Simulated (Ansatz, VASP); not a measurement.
**AlNi in VASP and in Ansatz**

```
Al Ni
1.0
     1.97454   -1.97451    0.00000
     1.97454    1.97451    0.00000
     0.00000    0.00000    2.90044
Al Ni
1 1
Direct
  0.00000 0.00000 0.00000
  0.50000 0.50000 0.50000
```

Alike in both runs: task single point; functional PBE; k mesh 16 × 16 × 16; occupations gaussian, width 0.15 eV; no spin polarisation.

|  | VASP | Ansatz |
| --- | --- | --- |
| version | VASP 6.6.1 | Ansatz 0.2.0 |
| potentials or method | VASP PAW PBE potentials, release 64 (Al, Ni), cutoff 520 eV | scalar-relativistic, plane waves, PAW |
| valence electrons in the cell | 13 | 21 |

Ansatz gave:

```
gap on the k mesh at the Fermi level (eV)                     : none
pressure (GPa)                                                : 12.6
traceless stress, the component that is largest in VASP (GPa) : -2.07
```

Which values does VASP return?

gap on the k mesh at the Fermi level (eV): none; pressure (GPa): 12.6; traceless stress, the component that is largest in VASP (GPa): -2.12.

A gap of «none» marks a metal or a gap that the smearing closes. VASP's potentials hold 13 valence electrons a cell and Ansatz's 21, so a difference there can come from the potentials and not from the codes. Ansatz's warnings: near symmetry operations not taken.
